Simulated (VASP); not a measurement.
# GaF (F-43m) in VASP: a series of runs

GaF is run at these levels: PBE; tasks: single point.

Program: VASP 6.6.1. These are calculated values, not measurements. Logs are shortened: lines on timing, memory, paths and dates and some standing lists are left out, and cuts for length are marked.

## Step 1: The cell of the first run

The structure is cubic, space group F-43m (No. 216). The conventional cell has a = 5.154 Å, b = 5.154 Å, c = 5.154 Å, α = 90.00°, β = 90.00°, γ = 90.00°. Within 3.0 Å of Ga (site symmetry -43m) lie 4 F at 2.23 Å. Within 3.0 Å of F (site symmetry -43m) lie 4 Ga at 2.23 Å.

## Step 2: Single point, PBE

INCAR

```
ALGO = Normal
EDIFF = 1E-6
ENCUT = 600
GGA = PE
GGA_COMPAT = F
ISIF = 2
ISMEAR = 0
LASPH = T
LCHARG = T
LELF = T
LREAL = F
LVHAR = T
LWAVE = F
NBANDS = 17
NELM = 120
PREC = Accurate
SIGMA = 0.019000000000000003
```

KPOINTS

```
k-points
0
Gamma
  9 9 9
```

POSCAR

```
GaF
1.0
    0.0000000000      2.5769602800      2.5769602800
    2.5769602800      0.0000000000      2.5769602800
    2.5769602800      2.5769602800      0.0000000000
Ga F
1 1
Direct
    0.2500000000      0.2500000000      0.2500000000
    0.0000000000      0.0000000000      0.0000000000
```

Potentials or basis: VASP PAW PBE potentials, release 64 (Ga_d, F).

On the command line:

```bash
$ cat potpaw_PBE.64/Ga_d/POTCAR potpaw_PBE.64/F/POTCAR > POTCAR
$ mpirun -np 1 vasp_std > vasp.out
```

OUTCAR:

```text
EDIFF = 1E-6
   ENCUT = 600
   GGA = PE
   ISIF = 2
   ISMEAR = 0
   LASPH = T
   LREAL = F
   NELM = 120
   PREC = Accurate

 ion  position               nearest neighbor table
   1  0.250  0.250  0.250-   2 2.23   2 2.23   2 2.23   2 2.23
   2  0.000  0.000  0.000-   1 2.23   1 2.23   1 2.23   1 2.23

  LATTYP: Found a face centered cubic cell.
 ALAT       =     5.1539205600

  Lattice vectors:

 A1 = (   0.0000000000,   2.5769602800,   2.5769602800)
 A2 = (   2.5769602800,   0.0000000000,   2.5769602800)
 A3 = (   2.5769602800,   2.5769602800,   0.0000000000)

Analysis of symmetry for initial positions (statically):
=====================================================================
 Subroutine PRICEL returns:
 Original cell was already a primitive cell.

 Routine SETGRP: Setting up the symmetry group for a
 face centered cubic supercell.

 Subroutine GETGRP returns: Found 24 space group operations
 (whereof 24 operations were pure point group operations)
 out of a pool of 48 trial point group operations.

The static configuration has the point symmetry T_d .

Analysis of symmetry for dynamics (positions and initial velocities):
=====================================================================
 Subroutine PRICEL returns:
 Original cell was already a primitive cell.

 Routine SETGRP: Setting up the symmetry group for a
 face centered cubic supercell.

 Subroutine GETGRP returns: Found 24 space group operations
 (whereof 24 operations were pure point group operations)
 out of a pool of 48 trial point group operations.

The dynamic configuration has the point symmetry T_d .

 Subroutine INISYM returns: Found 24 space group operations
 (whereof 24 operations are pure point group operations),
 and found     1 'primitive' translations

----------------------------------------------------------------------------------------

                                     Primitive cell

  volume of cell :      34.2258

  direct lattice vectors                    reciprocal lattice vectors
     0.000000000  2.576960280  2.576960280    -0.194027050  0.194027050  0.194027050
     2.576960280  0.000000000  2.576960280     0.194027050 -0.194027050  0.194027050
     2.576960280  2.576960280  0.000000000     0.194027050  0.194027050 -0.194027050

  length of vectors
     3.644372178  3.644372178  3.644372178     0.336064708  0.336064708  0.336064708

  position of ions in fractional coordinates (direct lattice)
     0.250000000  0.250000000  0.250000000
[... 77 lines left out ...]
   NELM   =    120;   NELMIN=  2; NELMDL= -5     # of ELM steps
   EDIFF  = 0.1E-05   stopping-criterion for ELM
   LREAL  =      F    real-space projection
   EDIFFG = 0.1E-04   stopping-criterion for IOM
   NSW    =      0    number of steps for IOM
   IBRION =     -1    ionic relax: 0-MD 1-quasi-New 2-CG
   NFREE  =      0    steps in history (QN), initial steepest desc. (CG)
   ISIF   =      2    stress and relaxation
   ISYM   =      2    0-nonsym 1-usesym 2-fastsym
   POTIM  = 0.5000    time-step for ionic-motion
   TEBEG  =    0.0;   TEEND  =   0.0 temperature during run
   PSTRESS=    0.0 pullay stress
   NELECT =      20.0000    total number of electrons
   NUPDOWN=      -1.0000    fix difference up-down
   EMIN   =  10.00;   EMAX   =-10.00  energy-range for DOS
   EFERMI =   0.00;   METHOD = LEGACY
   ISMEAR =     0;   SIGMA  =   0.02  broadening in eV -4-tet -1-fermi 0-gaus
   EFERMI_NEDOS =   21; number of points for ismear=-14 and -15
   IALGO  =     38    algorithm
   IMIX   =      4    mixing-type and parameters
     AMIX     =   0.40;   BMIX     =  1.00
     AMIX_MAG =   1.60;   BMIX_MAG =  1.00
  volume/ion in A,a.u.               =      17.11       115.48
  Fermi-wavevector in a.u.,A,eV,Ry     =   1.368675  2.586421 25.487415  1.873272
  Thomas-Fermi vector in A             =   2.494618
   LORBIT       =      0    0 simple, 1 ext, 2 COOP (PROOUT), +10 PAW based schemes
   GGA     = PE    functional components
   LHFCALC =     F    Hartree Fock is set to
   AEXX    =    0.0000 exact exchange contribution
   IVDW    =     0    specifies the selected vdW correction
   LEPSILON=     F    determine dielectric tensor
   LRPA    =     F    only Hartree local field effects (RPA)
 non-spin polarized calculation
 Gauss-broadening in eV      SIGMA  =   0.02
  energy-cutoff  :      600.00
  volume of cell :       34.23
 maximum number of plane-waves:      1158
 NGX is ok and might be reduce to    30
   NGX = 15   NGY = 15   NGZ = 15

 number of electron      19.9999992 magnetization

 Free energy of the ion-electron system (eV)
  ---------------------------------------------------
  ext. energy  EPLUGINS =         0.00000000
  ---------------------------------------------------
  free energy    TOTEN  =        -7.11591455 eV

  energy without entropy =       -7.11591455  energy(sigma->0) =       -7.11591455

 E-fermi :   3.2697     XC(G=0):  -9.4355

 val. band max:        3.0846185604   @ k =  -0.4444   0.4444   0.0000
 cond. band min:       4.0909754959   @ k =  -0.4444   0.4444   0.0000
 fundamental gap:      1.0063569356
 Fermi energy:         3.2697130206

 k-point     1 :       0.0000    0.0000    0.0000
  band No.  band energies     occupation
      1     -21.3770      2.00000
      2     -11.3942      2.00000
      3     -11.3942      2.00000
      4     -11.3942      2.00000
      5     -11.3035      2.00000
      6     -11.3035      2.00000
[... 457 lines left out ...]
      4     -11.3038      2.00000
      5     -11.2809      2.00000
      6     -11.2714      2.00000
[... 9 lines left out ...]
     16      22.5737      0.00000
     17      22.6677      0.00000

 [... further k-points ...]

------------------------ aborting loop because EDIFF is reached ----------------------------------------

  FORCE on cell =-STRESS in cart. coord.  units (eV):
  Direction    XX          YY          ZZ          XY          YZ          ZX
  --------------------------------------------------------------------------------------
  -------------------------------------------------------------------------------------
  Total        3.0885479      3.0885479      3.0885479      0.0000000      0.0000000      0.0000000
  in kB      144.5811768    144.5811768    144.5811768      0.0000000      0.0000000      0.0000000
  external PRESSURE =     144.5811768 kB  Pullay stress =       0.0000000 kB

 VOLUME and BASIS-vectors are now :
 -----------------------------------------------------------------------------
  energy-cutoff  :      600.00
  volume of cell :       34.23
      direct lattice vectors                 reciprocal lattice vectors
     0.000000000  2.576960280  2.576960280    -0.194027050  0.194027050  0.194027050
     2.576960280  0.000000000  2.576960280     0.194027050 -0.194027050  0.194027050
     2.576960280  2.576960280  0.000000000     0.194027050  0.194027050 -0.194027050

 POSITION                                       TOTAL-FORCE (eV/Angst)
 -----------------------------------------------------------------------------------
      1.28848      1.28848      1.28848        -0.000000     -0.000000     -0.000000
      0.00000      0.00000      0.00000         0.000000      0.000000      0.000000
 -----------------------------------------------------------------------------------
    total drift:                                0.000000      0.000000      0.000000

  FREE ENERGIE OF THE ION-ELECTRON SYSTEM (eV)
  ---------------------------------------------------
  free  energy   TOTEN  =        -7.1159145500 eV

  energy  without entropy=       -7.1159145500  energy(sigma->0) =       -7.11591455
```

It took 56 s on 1 thread of AMD EPYC 7R13, shared host; peak memory 0.15 GiB.

What came out:

* Free energy: -7.1159 eV
* Pressure: 14.5 GPa
* Band gap on the k mesh: 1.01 eV, direct

A k mesh can miss the band edges. A hybrid or GW would open this gap; PBE tends to underestimate it.

## Step 3: Single point, PBE

INCAR

```
SYSTEM = GaF
ALGO = Normal
EDIFF = 1E-6
ENCUT = 600
GGA = PE
GGA_COMPAT = .False.
ISIF = 2
ISMEAR = 0
LASPH = .True.
LCHARG = .False.
LREAL = .False.
LWAVE = .False.
NBANDS = 17
NELM = 120
PREC = Accurate
SIGMA = 0.02
```

KPOINTS

```
k-points
0
Gamma
  9 9 9
  0 0 0
```

POSCAR is that of step 2.

Potentials or basis: VASP PAW PBE potentials, release 64 (Ga_d, F).

On the command line:

```bash
$ cat potpaw_PBE.64/Ga_d/POTCAR potpaw_PBE.64/F/POTCAR > POTCAR
$ mpirun -np 1 vasp_std > vasp.out
```

It took 49 s on 1 thread of AMD EPYC 7R13, shared host; peak memory 0.15 GiB.

The run converged. Its results:

```yaml
Free_energy: -7.1159 eV
Pressure: 14.5 GPa
Band_gap_on_the_k_mesh: 1.01 eV, direct
```

Levels at points of the mesh, in eV from the valence-band top:
```tsv
k point	band 6	band 7	band 8	band 9	band 10	band 11	band 12	band 13	band 14	band 15
(0.00, 0.00, 0.00)	-14.39	-5.57	-5.57	-5.57	-5.38	6.68	6.68	6.68	11.26	14.02
```

A k mesh can miss the band edges. PBE gaps usually lie below the measured ones, often by a third to a half.
